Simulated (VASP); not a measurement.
# Ru in VASP: single point with LDA

Aim: the single point of Ru with LDA.

Program: VASP 6.6.1. These are calculated values, not measurements. Logs are shortened: lines on timing, memory, paths and dates and some standing lists are left out, and cuts for length are marked.

## (1) The cell of the first run

The cell holds a slab with vacuum, 5 atoms: a = 2.675 Å, b = 2.675 Å, c = 24.449 Å, α = 90.00°, β = 90.00°, γ = 120.00°.

## (2) Single point, LDA

Input file INCAR:

```
  ALGO = Normal
  EDIFF = 1E-6
  ENCUT = 520
  GGA = CA
  ISIF = 2
  ISMEAR = -1
  LASPH = T
  LCHARG = F
  LREAL = F
  LWAVE = F
  NBANDS = 43
  NELM = 100
  PREC = Accurate
  SIGMA = 0.1
```

Input file KPOINTS:

```
k-points
0
Gamma
  14 14 1
```

Input file POSCAR:

```
Ru
1.0
    2.6752522144      0.0000000000      0.0000000000
   -1.3376261072      2.3168363792      0.0000000000
    0.0000000000      0.0000000000     24.4488000000
Ru
5
Direct
    0.0000000000      0.0000000000      0.3298286216
    0.3333333333      0.6666666667      0.4130118673
    0.0000000000      0.0000000000      0.5000000005
    0.3333333333      0.6666666667      0.5869881316
    0.0000000000      0.0000000000      0.6701713788
```

Potentials or basis: VASP PAW LDA potentials, release 64 (Ru_pv).

On the command line:

```
cat potpaw_LDA.64/Ru_pv/POTCAR > POTCAR
mpirun -np 1 vasp_std > vasp.out
```

OUTCAR:

```text
EDIFF = 1E-6
   ENCUT = 520
   GGA = CA
   ISIF = 2
   ISMEAR = -1
   LASPH = T
   LREAL = F
   NELM = 100
   PREC = Accurate

 ion  position               nearest neighbor table
   1  0.000  0.000  0.330-   2 2.55   2 2.55   2 2.55
   2  0.333  0.667  0.413-   1 2.55   1 2.55   1 2.55   3 2.63   3 2.63   3 2.63
   3  0.000  0.000  0.500-   4 2.63   4 2.63   4 2.63   2 2.63   2 2.63   2 2.63
   4  0.333  0.667  0.587-   5 2.55   5 2.55   5 2.55   3 2.63   3 2.63   3 2.63
   5  0.000  0.000  0.670-   4 2.55   4 2.55   4 2.55

  LATTYP: Found a hexagonal cell.
 ALAT       =     2.6752522144
 C/A-ratio  =     9.1388766519

  Lattice vectors:

 A1 = (   2.6752522144,   0.0000000000,   0.0000000000)
 A2 = (  -1.3376261072,   2.3168363792,   0.0000000000)
 A3 = (   0.0000000000,   0.0000000000,  24.4488000000)

Analysis of symmetry for initial positions (statically):
=====================================================================
 Subroutine PRICEL returns:
 Original cell was already a primitive cell.

 Routine SETGRP: Setting up the symmetry group for a
 hexagonal supercell.

 Subroutine GETGRP returns: Found 12 space group operations
 (whereof 12 operations were pure point group operations)
 out of a pool of 24 trial point group operations.

The static configuration has the point symmetry D_3h.

Analysis of symmetry for dynamics (positions and initial velocities):
=====================================================================
 Subroutine PRICEL returns:
 Original cell was already a primitive cell.

 Routine SETGRP: Setting up the symmetry group for a
 hexagonal supercell.

 Subroutine GETGRP returns: Found 12 space group operations
 (whereof 12 operations were pure point group operations)
 out of a pool of 24 trial point group operations.

The dynamic configuration has the point symmetry D_3h.

 Subroutine INISYM returns: Found 12 space group operations
 (whereof 12 operations are pure point group operations),
 and found     1 'primitive' translations

----------------------------------------------------------------------------------------

[... 91 lines left out ...]
   ISPIN  =      1    spin polarized calculation?
   LNONCOLLINEAR =      F non collinear calculations
   LSORBIT =      F    spin-orbit coupling
   LASPH  =      T    aspherical Exc in radial PAW
   ENCUT  =  520.0 eV  38.22 Ry    6.18 a.u.   4.97  4.97 45.46*2*pi/ulx,y,z
   NELM   =    100;   NELMIN=  2; NELMDL= -5     # of ELM steps
   EDIFF  = 0.1E-05   stopping-criterion for ELM
   LREAL  =      F    real-space projection
   EDIFFG = 0.1E-04   stopping-criterion for IOM
   NSW    =      0    number of steps for IOM
   IBRION =     -1    ionic relax: 0-MD 1-quasi-New 2-CG
   NFREE  =      0    steps in history (QN), initial steepest desc. (CG)
   ISIF   =      2    stress and relaxation
   ISYM   =      2    0-nonsym 1-usesym 2-fastsym
   POTIM  = 0.5000    time-step for ionic-motion
   TEBEG  =    0.0;   TEEND  =   0.0 temperature during run
   PSTRESS=    0.0 pullay stress
   NELECT =      70.0000    total number of electrons
   NUPDOWN=      -1.0000    fix difference up-down
   EMIN   =  10.00;   EMAX   =-10.00  energy-range for DOS
   EFERMI =   0.00;   METHOD = LEGACY
   ISMEAR =    -1;   SIGMA  =   0.10  broadening in eV -4-tet -1-fermi 0-gaus
   EFERMI_NEDOS =   21; number of points for ismear=-14 and -15
   IALGO  =     38    algorithm
   IMIX   =      4    mixing-type and parameters
     AMIX     =   0.40;   BMIX     =  1.00
     AMIX_MAG =   1.60;   BMIX_MAG =  1.00
  volume/ion in A,a.u.               =      30.31       204.52
  Fermi-wavevector in a.u.,A,eV,Ry     =   1.265518  2.391482 21.790214  1.601536
  Thomas-Fermi vector in A             =   2.398767
   LORBIT       =      0    0 simple, 1 ext, 2 COOP (PROOUT), +10 PAW based schemes
   GGA     = CA    functional components
   LHFCALC =     F    Hartree Fock is set to
   AEXX    =    0.0000 exact exchange contribution
   IVDW    =     0    specifies the selected vdW correction
   LEPSILON=     F    determine dielectric tensor
   LRPA    =     F    only Hartree local field effects (RPA)
 non-spin polarized calculation
  energy-cutoff  :      520.00
  volume of cell :      151.54
 maximum number of plane-waves:      4143
 NGX is ok and might be reduce to    20
   NGX =  9   NGY =  9   NGZ = 91

 number of electron      69.9999994 magnetization

 Free energy of the ion-electron system (eV)
  ---------------------------------------------------
  ext. energy  EPLUGINS =         0.00000000
  ---------------------------------------------------
  free energy    TOTEN  =       -51.07307141 eV

  energy without entropy =      -50.89455761  energy(sigma->0) =      -50.98381451

 E-fermi :   2.8200     XC(G=0):  -7.1679

 val. band max:        2.8087461547   @ k =   0.1429   0.1429   0.0000
 cond. band min:       2.8392071373   @ k =   0.2857  -0.0000   0.0000
 fundamental gap:      0.0304609826
 Fermi energy:         2.8200378310

 k-point     1 :       0.0000    0.0000    0.0000
  band No.  band energies     occupation
      1     -40.8083      2.00000
      2     -40.5793      2.00000
      3     -40.0212      2.00000
      4     -39.8488      2.00000
      5     -39.8488      2.00000
      6     -39.8324      2.00000
[... 1093 lines left out ...]
     42      10.2115      0.00000
     43      10.5056      0.00000

------------------------ aborting loop because EDIFF is reached ----------------------------------------

  FORCE on cell =-STRESS in cart. coord.  units (eV):
  Direction    XX          YY          ZZ          XY          YZ          ZX
  --------------------------------------------------------------------------------------
  -------------------------------------------------------------------------------------
  Total       -2.8365567     -2.8365567      0.4353968     -0.0000000      0.0000000      0.0000000
  in kB      -29.9905484    -29.9905484      4.6033945     -0.0000000      0.0000000      0.0000000
  external PRESSURE =     -18.4592341 kB  Pullay stress =       0.0000000 kB

 VOLUME and BASIS-vectors are now :
 -----------------------------------------------------------------------------
  energy-cutoff  :      520.00
  volume of cell :      151.54
      direct lattice vectors                 reciprocal lattice vectors
     2.675252214  0.000000000  0.000000000     0.373796532  0.215811528  0.000000000
    -1.337626107  2.316836379  0.000000000     0.000000000  0.431623057  0.000000000
     0.000000000  0.000000000 24.448800000     0.000000000  0.000000000  0.040901803

 POSITION                                       TOTAL-FORCE (eV/Angst)
 -----------------------------------------------------------------------------------
      0.00000      0.00000      8.06391        -0.000000     -0.000000     -0.068522
     -0.00000      1.54456     10.09764        -0.000000      0.000000      0.017634
      0.00000      0.00000     12.22440         0.000000     -0.000000      0.000000
     -0.00000      1.54456     14.35116         0.000000      0.000000     -0.017634
      0.00000      0.00000     16.38489         0.000000     -0.000000      0.068522
 -----------------------------------------------------------------------------------
    total drift:                                0.000000     -0.000000      0.000009

  FREE ENERGIE OF THE ION-ELECTRON SYSTEM (eV)
  ---------------------------------------------------
  free  energy   TOTEN  =       -51.0730714062 eV

  energy  without entropy=      -50.8945576076  energy(sigma->0) =      -50.98381451
```

OSZICAR:

```text
N       E                     dE             d eps       ncg     rms          rms(c)
DAV:   1     0.783219975222E+03    0.78322E+03   -0.44573E+04  2472   0.159E+03
DAV:   2    -0.298240884352E+02   -0.81304E+03   -0.79174E+03  2233   0.486E+02
DAV:   3    -0.541097643786E+02   -0.24286E+02   -0.23351E+02  2634   0.838E+01
[... 18 lines left out ...]
DAV:  22    -0.510730534815E+02   -0.52732E-05   -0.24534E-07  1163   0.245E-03    0.283E-03
DAV:  23    -0.510730635206E+02   -0.10039E-04   -0.68773E-07  1229   0.212E-03    0.289E-03
DAV:  24    -0.510730679008E+02   -0.43802E-05   -0.28780E-07  1199   0.376E-03    0.558E-04
DAV:  25    -0.510730707232E+02   -0.28224E-05   -0.18900E-07  1176   0.154E-03    0.855E-04
DAV:  26    -0.510730714062E+02   -0.68298E-06   -0.38439E-08  1076   0.119E-03
   1 F= -.51073071E+02 E0= -.50983815E+02  d E =-.178514E+00
```

stdout:

```text
POSCAR found type information on POSCAR Ru
 POSCAR found :  1 types and       5 ions
 scaLAPACK will be used
 LDA part: xc-table for (Slater(with rela. corr.)+CA(PZ))
 , standard interpolation
 POSCAR, INCAR and KPOINTS ok, starting setup
 FFT: planning ... GRIDC
 FFT: planning ... GRID_SOFT
 FFT: planning ... GRID
 WAVECAR not read
 entering main loop
```

Wall time 3.9 min (1 thread of Intel Xeon Platinum 8488C (Sapphire Rapids), shared host); peak memory 0.27 GiB.

What came out:

- Free energy: -51.0731 eV
- Largest force: 0.069 eV/Å
- Band gap on the k mesh: zero (bands 35 and 36 overlap by 2.62 eV)

Forces in eV/Å, atoms in the order of the input:
```
Ru   0.000  0.000 -0.069
Ru   0.000  0.000  0.018
Ru   0.000  0.000  0.000
Ru   0.000  0.000 -0.018
Ru   0.000  0.000  0.069
```
